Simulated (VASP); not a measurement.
# SrO (Fm-3m) in VASP: a series of runs

Runs on SrO. Level: PBE. Tasks: single point.

Program: VASP 6.6.1. These are calculated values, not measurements. Logs are shortened: lines on timing, memory, paths and dates and some standing lists are left out, and cuts for length are marked.

## Step 1: The cell of the first run

The structure is cubic, space group Fm-3m (No. 225). Conventional cell: a = 5.217 Å, b = 5.217 Å, c = 5.217 Å, α = 90.00°, β = 90.00°, γ = 90.00°. Within 3.4 Å of Sr (site symmetry m-3m) lie 6 O at 2.61 Å. Within 3.4 Å of O (site symmetry m-3m) lie 6 Sr at 2.61 Å.

## Step 2: Single point, PBE

INCAR reads:

```
PREC     = Accurate       # precision mode
ENCUT    = 600            # plane-wave cutoff, eV
EDIFF    = 1E-6           # SCF threshold, eV
ISMEAR   = 0              # smearing method
SIGMA    = 0.01           # smearing width, eV
LREAL    = F              # projectors in reciprocal space
LASPH    = T              # aspherical terms in the spheres
NELM     = 120            # most SCF steps
ALGO     = Normal         # electronic algorithm
ISIF     = 2              # what is computed and relaxed
LWAVE    = F              # write WAVECAR
LCHARG   = F              # write CHGCAR
GGA      = PE             # functional
NBANDS   = 15             # bands
GGA_COMPAT= F
```

KPOINTS reads:

```
Automatic mesh
0
Gamma
  6 6 6
```

POSCAR reads:

```
SrO
1.0
    0.0000000000      2.6083779705      2.6083779705
    2.6083779705      0.0000000000      2.6083779705
    2.6083779705      2.6083779705      0.0000000000
Sr O
1 1
Direct
    0.5000000000      0.5000000000      0.5000000000
    0.0000000000      0.0000000000      0.0000000000
```

Potentials or basis: VASP PAW PBE potentials, release 64 (Sr_sv, O).

Launch:

```bash
> cat potpaw_PBE.64/Sr_sv/POTCAR potpaw_PBE.64/O/POTCAR > POTCAR
> mpirun -np 1 vasp_std > vasp.out
```

OUTCAR:

```text
PREC = Accurate
   ENCUT = 600
   EDIFF = 1E-6
   ISMEAR = 0
   LREAL = F
   LASPH = T
   NELM = 120
   ISIF = 2
   GGA = PE

 ion  position               nearest neighbor table
   1  0.500  0.500  0.500-   2 2.61   2 2.61   2 2.61   2 2.61   2 2.61   2 2.61
   2  0.000  0.000  0.000-   1 2.61   1 2.61   1 2.61   1 2.61   1 2.61   1 2.61

  LATTYP: Found a face centered cubic cell.
 ALAT       =     5.2167559410

  Lattice vectors:

 A1 = (   0.0000000000,   2.6083779705,   2.6083779705)
 A2 = (   2.6083779705,   0.0000000000,   2.6083779705)
 A3 = (   2.6083779705,   2.6083779705,   0.0000000000)

Analysis of symmetry for initial positions (statically):
=====================================================================
 Subroutine PRICEL returns:
 Original cell was already a primitive cell.

 Routine SETGRP: Setting up the symmetry group for a
 face centered cubic supercell.

 Subroutine GETGRP returns: Found 48 space group operations
 (whereof 48 operations were pure point group operations)
 out of a pool of 48 trial point group operations.

The static configuration has the point symmetry O_h .

Analysis of symmetry for dynamics (positions and initial velocities):
=====================================================================
 Subroutine PRICEL returns:
 Original cell was already a primitive cell.

 Routine SETGRP: Setting up the symmetry group for a
 face centered cubic supercell.

 Subroutine GETGRP returns: Found 48 space group operations
 (whereof 48 operations were pure point group operations)
 out of a pool of 48 trial point group operations.

The dynamic configuration has the point symmetry O_h .

 Subroutine INISYM returns: Found 48 space group operations
 (whereof 48 operations are pure point group operations),
 and found     1 'primitive' translations

----------------------------------------------------------------------------------------

                                     Primitive cell

  volume of cell :      35.4929

  direct lattice vectors                    reciprocal lattice vectors
     0.000000000  2.608377970  2.608377970    -0.191690010  0.191690010  0.191690010
     2.608377970  0.000000000  2.608377970     0.191690010 -0.191690010  0.191690010
     2.608377970  2.608377970  0.000000000     0.191690010  0.191690010 -0.191690010

  length of vectors
     3.688803502  3.688803502  3.688803502     0.332016837  0.332016837  0.332016837
[... 80 lines left out ...]
   POTIM  = 0.5000    time-step for ionic-motion
   TEBEG  =    0.0;   TEEND  =   0.0 temperature during run
   PSTRESS=    0.0 pullay stress
   NELECT =      16.0000    total number of electrons
   NUPDOWN=      -1.0000    fix difference up-down
   EMIN   =  10.00;   EMAX   =-10.00  energy-range for DOS
   EFERMI =   0.00;   METHOD = LEGACY
   ISMEAR =     0;   SIGMA  =   0.01  broadening in eV -4-tet -1-fermi 0-gaus
   EFERMI_NEDOS =   21; number of points for ismear=-14 and -15
   IALGO  =     38    algorithm
   IMIX   =      4    mixing-type and parameters
     AMIX     =   0.40;   BMIX     =  1.00
     AMIX_MAG =   1.60;   BMIX_MAG =  1.00
  volume/ion in A,a.u.               =      17.75       119.76
  Fermi-wavevector in a.u.,A,eV,Ry     =   1.255262  2.372101 21.438457  1.575682
  Thomas-Fermi vector in A             =   2.389027
   LORBIT       =      0    0 simple, 1 ext, 2 COOP (PROOUT), +10 PAW based schemes
   GGA     = PE    functional components
   LHFCALC =     F    Hartree Fock is set to
   AEXX    =    0.0000 exact exchange contribution
   IVDW    =     0    specifies the selected vdW correction
   LEPSILON=     F    determine dielectric tensor
   LRPA    =     F    only Hartree local field effects (RPA)
 non-spin polarized calculation
 Gauss-broadening in eV      SIGMA  =   0.01
  energy-cutoff  :      600.00
  volume of cell :       35.49
 maximum number of plane-waves:      1243
 NGX is ok and might be reduce to    30
   NGX = 15   NGY = 15   NGZ = 15

 number of electron      16.0000002 magnetization

 Free energy of the ion-electron system (eV)
  ---------------------------------------------------
  ext. energy  EPLUGINS =         0.00000000
  ---------------------------------------------------
  free energy    TOTEN  =       -12.05640533 eV

  energy without entropy =      -12.05640533  energy(sigma->0) =      -12.05640533

 E-fermi :   1.5715     XC(G=0):  -9.8234

 val. band max:        1.4629191801   @ k =   0.0000   0.0000   0.0000
 cond. band min:       4.7492818962   @ k =   0.5000   0.5000   0.0000
 fundamental gap:      3.2863627161
 Fermi energy:         1.5715331090

 k-point     1 :       0.0000    0.0000    0.0000
  band No.  band energies     occupation
      1     -31.0812      2.00000
      2     -13.5724      2.00000
      3     -12.7608      2.00000
      4     -12.7608      2.00000
      5     -12.7608      2.00000
      6       1.4629      2.00000
      7       1.4629      2.00000
      8       1.4629      2.00000
      9       5.1448      0.00000
     10       7.5765      0.00000
     11       7.5765      0.00000
     12       7.5765      0.00000
     13       9.6480      0.00000
     14       9.6480      0.00000
[... 257 lines left out ...]
      2     -14.1260      2.00000
      3     -13.4700      2.00000
      4     -13.2129      2.00000
      5     -12.3274      2.00000
      6       0.6192      2.00000
      7       0.9497      2.00000
      8       1.0975      2.00000
      9       6.0594      0.00000
     10       8.8421      0.00000
     11       9.5987      0.00000
     12      12.1094      0.00000
     13      12.2180      0.00000
     14      13.9028      0.00000
     15      14.4725      0.00000

------------------------ aborting loop because EDIFF is reached ----------------------------------------

  FORCE on cell =-STRESS in cart. coord.  units (eV):
  Direction    XX          YY          ZZ          XY          YZ          ZX
  --------------------------------------------------------------------------------------
  -------------------------------------------------------------------------------------
  Total       -0.1406811     -0.1406811     -0.1406811     -0.0000000     -0.0000000      0.0000000
  in kB       -6.3504541     -6.3504541     -6.3504541     -0.0000000     -0.0000000      0.0000000
  external PRESSURE =      -6.3504541 kB  Pullay stress =       0.0000000 kB

 VOLUME and BASIS-vectors are now :
 -----------------------------------------------------------------------------
  energy-cutoff  :      600.00
  volume of cell :       35.49
      direct lattice vectors                 reciprocal lattice vectors
     0.000000000  2.608377970  2.608377970    -0.191690010  0.191690010  0.191690010
     2.608377970  0.000000000  2.608377970     0.191690010 -0.191690010  0.191690010
     2.608377970  2.608377970  0.000000000     0.191690010  0.191690010 -0.191690010

 POSITION                                       TOTAL-FORCE (eV/Angst)
 -----------------------------------------------------------------------------------
      2.60838      2.60838      2.60838         0.000000     -0.000000     -0.000000
      0.00000      0.00000      0.00000        -0.000000      0.000000      0.000000
 -----------------------------------------------------------------------------------
    total drift:                               -0.000000      0.000000      0.000000

  FREE ENERGIE OF THE ION-ELECTRON SYSTEM (eV)
  ---------------------------------------------------
  free  energy   TOTEN  =       -12.0564053337 eV

  energy  without entropy=      -12.0564053337  energy(sigma->0) =      -12.05640533
```

OSZICAR:

```text
N       E                     dE             d eps       ncg     rms          rms(c)
DAV:   1     0.703432971118E+02    0.70343E+02   -0.86421E+03   480   0.113E+03
DAV:   2    -0.103443357147E+02   -0.80688E+02   -0.71825E+02   642   0.222E+02
DAV:   3    -0.141880301459E+02   -0.38437E+01   -0.38233E+01   754   0.430E+01
DAV:   4    -0.142535719657E+02   -0.65542E-01   -0.65534E-01   577   0.412E+00
DAV:   5    -0.142540728573E+02   -0.50089E-03   -0.50089E-03   620   0.303E-01    0.152E+01
DAV:   6    -0.122211529368E+02    0.20329E+01   -0.68782E+00   487   0.192E+01    0.179E+01
DAV:   7    -0.120661088897E+02    0.15504E+00   -0.33236E-01   557   0.503E+00    0.103E+01
DAV:   8    -0.120546964506E+02    0.11412E-01   -0.12392E-01   613   0.356E+00    0.373E-01
DAV:   9    -0.120557778778E+02   -0.10814E-02   -0.63194E-03   584   0.510E-01    0.236E-01
DAV:  10    -0.120562260652E+02   -0.44819E-03   -0.45329E-04   515   0.205E-01    0.906E-02
DAV:  11    -0.120563855673E+02   -0.15950E-03   -0.16959E-04   529   0.973E-02    0.282E-02
DAV:  12    -0.120564054507E+02   -0.19883E-04   -0.29832E-05   508   0.399E-02    0.234E-02
DAV:  13    -0.120564053337E+02    0.11705E-06   -0.17051E-06   535   0.116E-02
   1 F= -.12056405E+02 E0= -.12056405E+02  d E =-.457422E-55
```

It took 38 s on 1 thread of Intel Xeon 8259CL, shared host; peak memory 0.17 GiB.

What came out:

* Free energy: -12.0564 eV
* Pressure: -0.6 GPa
* Band gap on the k mesh: 3.29 eV, indirect (least direct gap 3.40 eV)

Levels at points of the mesh, in eV from the valence-band top:
```
           k point  band 6  band 7  band 8  band 9  band 10  band 11
(0.00, 0.00, 0.00)    0.00    0.00    0.00    3.68     6.11     6.11
(0.50, 0.00, 0.00)   -2.09   -1.06   -1.06    6.36     8.11     8.60
(0.50, 0.50, 0.00)   -0.50   -0.11   -0.11    3.29     7.48     9.89
```

## Step 3: Single point, PBE

This run uses another cell than the first one, of 18.17 Å³/atom, 1.024 times its volume.

INCAR reads:

```
SYSTEM = SrO
ALGO     = Normal         ! electronic algorithm
EDIFF    = 1E-6           ! SCF threshold, eV
ENCUT    = 600            ! plane-wave cutoff, eV
GGA      = PE             ! functional
GGA_COMPAT= .False.      
ISIF     = 2              ! what is computed and relaxed
ISMEAR   = 0              ! smearing method
LASPH    = .True.         ! aspherical terms in the spheres
LCHARG   = .False.        ! write CHGCAR
LREAL    = .False.        ! projectors in reciprocal space
LWAVE    = .False.        ! write WAVECAR
NBANDS   = 15             ! bands
NELM     = 120            ! most SCF steps
PREC     = Accurate       ! precision mode
SIGMA    = 0.01           ! smearing width, eV
```

KPOINTS reads:

```
k-points
0
Gamma
  6 6 6
  0 0 0
```

POSCAR reads:

```
SrO
1.0
    0.0000000000      2.6289172254      2.6289172254
    2.6289172254      0.0000000000      2.6289172254
    2.6289172254      2.6289172254      0.0000000000
Sr O
1 1
Direct
    0.5000000000      0.5000000000      0.5000000000
    0.0000000000      0.0000000000      0.0000000000
```

Potentials or basis: VASP PAW PBE potentials, release 64 (Sr_sv, O).

Launch:

```bash
> cat potpaw_PBE.64/Sr_sv/POTCAR potpaw_PBE.64/O/POTCAR > POTCAR
> mpirun -np 1 vasp_std > vasp.out
```

It took 33 s on 1 thread of Intel Xeon 8259CL, shared host; peak memory 0.17 GiB.

The run converged. Its results:

```
Free energy            : -12.0490 eV
Pressure               : -2.5 GPa
Band gap on the k mesh : 3.29 eV, indirect (least direct gap 3.42 eV)
```

Levels at points of the mesh, in eV from the valence-band top:
| k point | band 4 | band 5 | band 6 | band 7 | band 8 | band 9 | band 10 | band 11 | band 12 | band 13 |
| --- | --- | --- | --- | --- | --- | --- | --- | --- | --- | --- |
| (0.00, 0.00, 0.00) | -14.33 | -14.33 | 0.00 | 0.00 | 0.00 | 3.52 | 6.06 | 6.06 | 6.06 | 8.08 |
| (0.50, 0.00, 0.00) | -14.40 | -13.16 | -2.04 | -1.01 | -1.01 | 6.26 | 7.93 | 8.46 | 8.46 | 11.28 |
| (0.50, 0.50, 0.00) | -14.63 | -14.63 | -0.53 | -0.13 | -0.13 | 3.29 | 7.31 | 9.74 | 9.80 | 10.56 |

A k mesh can miss the band edges. A hybrid or GW would open this gap; PBE tends to underestimate it.

## Step 4: Single point, PBE

This run uses another cell than the first one, of 18.59 Å³/atom, 1.048 times its volume.

INCAR reads:

```
ALGO = Normal ; EDIFF = 1E-6
ENCUT = 600 ; GGA = PE
GGA_COMPAT = F ; ISIF = 2
ISMEAR = 0 ; LASPH = T
LCHARG = F ; LREAL = F
LWAVE = F ; NBANDS = 15
NELM = 120 ; PREC = Accurate
SIGMA = 0.01
```

KPOINTS reads:

```
k-points
0
Gamma
  6 6 6
```

POSCAR reads:

```
SrO
1.0
    0.0000000000      2.6491404603      2.6491404603
    2.6491404603      0.0000000000      2.6491404603
    2.6491404603      2.6491404603      0.0000000000
Sr O
1 1
Direct
    0.5000000000      0.5000000000      0.5000000000
    0.0000000000      0.0000000000      0.0000000000
```

Launch:

```bash
> cat potpaw_PBE.64/Sr_sv/POTCAR potpaw_PBE.64/O/POTCAR > POTCAR
> mpirun -np 1 vasp_std > vasp.out
```

Run time: 34 s. Hardware: 1 thread of Intel Xeon 8259CL, shared host; peak memory 0.17 GiB.

Results (log left out):

```
Free energy            : -12.0326 eV
Pressure               : -4.1 GPa
Band gap on the k mesh : 3.30 eV, indirect (least direct gap 3.37 eV)
```

Levels at points of the mesh, in eV from the valence-band top:
```csv
k point,band 6,band 7,band 8,band 9,band 10,band 11
"(0.00, 0.00, 0.00)",0.00,0.00,0.00,3.37,6.00,6.00
"(0.50, 0.00, 0.00)",-2.00,-0.98,-0.98,6.16,7.75,8.33
"(0.50, 0.50, 0.00)",-0.56,-0.14,-0.14,3.30,7.15,9.59
```

A k mesh can miss the band edges. As with any semilocal functional, this PBE gap is likely too small.

## Step 5: Summary

```csv
cell,gap on the mesh (eV),pressure (GPa)
"a = 3.689 Å, angles 60.0°, 2 atoms",3.29,-0.6
"a = 3.718 Å, angles 60.0°, 2 atoms",3.29,-2.5
"a = 3.746 Å, angles 60.0°, 2 atoms",3.30,-4.1
```

Alike in all rows: task single point; level PBE; potentials or basis VASP PAW PBE potentials, release 64 (Sr_sv, O); no spin polarisation; k mesh 6 × 6 × 6; cutoff (eV) 600; smearing gaussian 0.01 eV.

Total energies depend on the potentials used, so only differences within one code and one set of settings carry meaning.
